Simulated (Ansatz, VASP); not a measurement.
## Au2SeO2: VASP beside Ansatz

```xyz
5
Lattice="3.5594 0.0000 0.0000 -1.7797 3.0825 0.0000 0.0000 0.0000 6.3294" Properties=species:S:1:pos:R:3 pbc="T T T"
O    -0.0002    2.0551    3.9242
O     1.7799    1.0274    2.4052
Au   -0.0002    2.0551    1.8355
Au    1.7799    1.0274    4.4939
Se    0.0000    0.0000    0.0000
```

Alike in both runs: task single point; functional r2SCAN; k mesh 6 × 6 × 3; occupations fermi-dirac, width 0.1385 eV; no spin polarisation.

```csv
,VASP,Ansatz
version,VASP 6.6.1,Ansatz 0.2.0
potentials or method,"VASP PAW PBE potentials, release 64 (O, Au, Se), cutoff 520 eV",PAW plane waves
valence electrons in the cell,40,66
```

```tsv
	VASP	Ansatz	Ansatz less VASP
gap on the k mesh at the Fermi level (eV)	none	none	-
pressure (GPa)	17.8	17.4	-0.44
traceless stress, the component that is largest in VASP (GPa)	-1.25	-1.37	-0.117
rms of the force components (eV/Å)	1.399	1.377	-0.0220
```

VASP's potentials were made for PBE, not for r2SCAN. Atom by atom the forces differ by 0.024 eV/Å (rms over components). A gap of «none» marks a metal or a gap that the smearing closes. VASP's potentials hold 40 valence electrons a cell and Ansatz's 66, so a difference there can come from the potentials and not from the codes. Ansatz's warnings: structure snapped to symmetry.

Spin-orbit coupling is off throughout.
